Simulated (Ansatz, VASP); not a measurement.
**Sb3Au: VASP beside Ansatz**

File INCAR:

```
PREC = Accurate ; ENCUT = 520
EDIFF = 1E-8 ; ISMEAR = -1
SIGMA = 0.05 ; LREAL = F
LASPH = T ; NELM = 60
ALGO = Normal ; ISIF = 2
LWAVE = F ; LCHARG = F
GGA = CA ; LEFG = T
NBANDS = 21
```

Contents of KPOINTS:

```
Automatic mesh
0
Gamma
  10 10 10
```

POSCAR

```
Sb3Au
1.0
   -3.0601330371      3.0601330371      3.0601330371
    3.0601330371     -3.0601330371      3.0601330371
    3.0601330371      3.0601330371     -3.0601330371
Sb Au
3 1
Direct
    0.0000000000      0.5000000000      0.5000000000
    0.5000000000      0.0000000000      0.5000000000
    0.5000000000      0.5000000000      0.0000000000
    0.0000000000      0.0000000000      0.0000000000
```

Input for Ansatz:

```yaml
crystal:
  lattice:
    - [-3.0601330371, 3.0601330371, 3.0601330371]
    - [3.0601330371, -3.0601330371, 3.0601330371]
    - [3.0601330371, 3.0601330371, -3.0601330371]
  atoms:
    - { symbol: Sb, position: [0.0, 0.5, 0.5] }
    - { symbol: Sb, position: [0.5, 0.0, 0.5] }
    - { symbol: Sb, position: [0.5, 0.5, 0.0] }
    - { symbol: Au, position: [0.0, 0.0, 0.0] }
kpoints:
  mp_grid: { grid: [10, 10, 10] }
scf:
  occupations: { method: fermi_dirac, width: 0.05 }
hamiltonian:
  xc: lda
  pseudopotentials: { kind: all_electron, datasets: crystal }
output:
  forces: true
  stress: true
  eigenvalues: true
  efg: { contact_densities: true }
```

Change from the starting cell: volume scaled by 1.02, crystal datasets.

Alike in both runs: task electric field gradients; functional LDA; k mesh 10 × 10 × 10; occupations fermi-dirac, width 0.05 eV; no spin polarisation.

|  | VASP | Ansatz |
| --- | --- | --- |
| version | VASP 6.6.1 | Ansatz 0.2.0 |
| potentials or method | VASP PAW LDA potentials, release 64 (Sb, Au), cutoff 520 eV | all-electron PAW with datasets made for the crystal, scalar-relativistic |

Ansatz gave:

```
pressure (GPa)                                       : -8.6
size of Vzz on the site where it differs most (V/Å²) : 12.1
```

Task: Which values does VASP return?

Result: Pressure (GPa): -8.5; size of Vzz on the site where it differs most (V/Å²): 4.3.

LDA's correlation is that of Perdew and Zunger in VASP and of Perdew and Wang (1992) in Ansatz. Ansatz ran all-electron here, and VASP with PAW potentials.

Spin-orbit coupling is off throughout.
